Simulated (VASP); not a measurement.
The system is InSe.

```
CELL_PARAMETERS angstrom
4.05000 0.00000 0.00000
-2.02500 3.50740 0.00000
0.00000 0.00000 16.93000
ATOMIC_POSITIONS crystal
In 0.33333 0.66667 0.15700
In 0.66667 0.33333 0.65700
In 0.33333 0.66667 0.34300
In 0.66667 0.33333 0.84300
Se 0.33333 0.66667 0.60200
Se 0.66667 0.33333 0.10200
Se 0.33333 0.66667 0.89800
Se 0.66667 0.33333 0.39800
```

* Program: VASP 6.6.1
* Task: relaxation of cell and atoms
* Functional: PBE
* Dispersion: D3(BJ)
* Potentials or basis: VASP PAW PBE potentials, release 64 (In_d, Se)
* Cutoff: 600 eV
* k mesh: 6 × 6 × 2
* Occupations: gaussian, width 0.1 eV
* Spin: no spin polarisation

At the start: pressure 6.0 GPa; volume 30.06 Å³/atom.

**Question.** Where does the relaxation end?

**Answer.** Over 9 steps the energy falls by 233.5 meV/atom and the volume is 29.88 Å³/atom (-0.6 %); space group P6_3/mmc (No. 194, to 0.1 Å) before and after.

The path:
```
step  energy change (eV)  largest force (eV/Å)  pressure (GPa)  volume (Å³)
   1              0.0000                2.8899            5.99       240.49
   2             -1.0963                0.2716           -4.42       281.20
   3             -1.3891                0.8211           -2.16       266.79
   4             -1.6603                0.3202           -1.17       254.39
   5             -1.7126                0.2798           -0.31       246.78
   6             -1.8161                0.3181            0.45       240.75
   7             -1.8389                0.3440            1.12       236.19
   8             -1.8562                0.1347           -0.63       240.85
   9             -1.8681                0.0487            0.02       239.05
```

Final structure:
```
In Se
1.0
     4.02521    0.00000    0.00000
    -2.01260    3.48593    0.00000
     0.00000    0.00000   17.03650
In Se
4 4
Direct
  0.33333 0.66667 0.16795
  0.66667 0.33333 0.66795
  0.33333 0.66667 0.33205
  0.66667 0.33333 0.83205
  0.33333 0.66667 0.59217
  0.66667 0.33333 0.09217
  0.33333 0.66667 0.90783
  0.66667 0.33333 0.40783
```

Caveat: the relaxation stopped at a loose force limit of 0.05 eV/Å, so its end isn't a converged minimum.
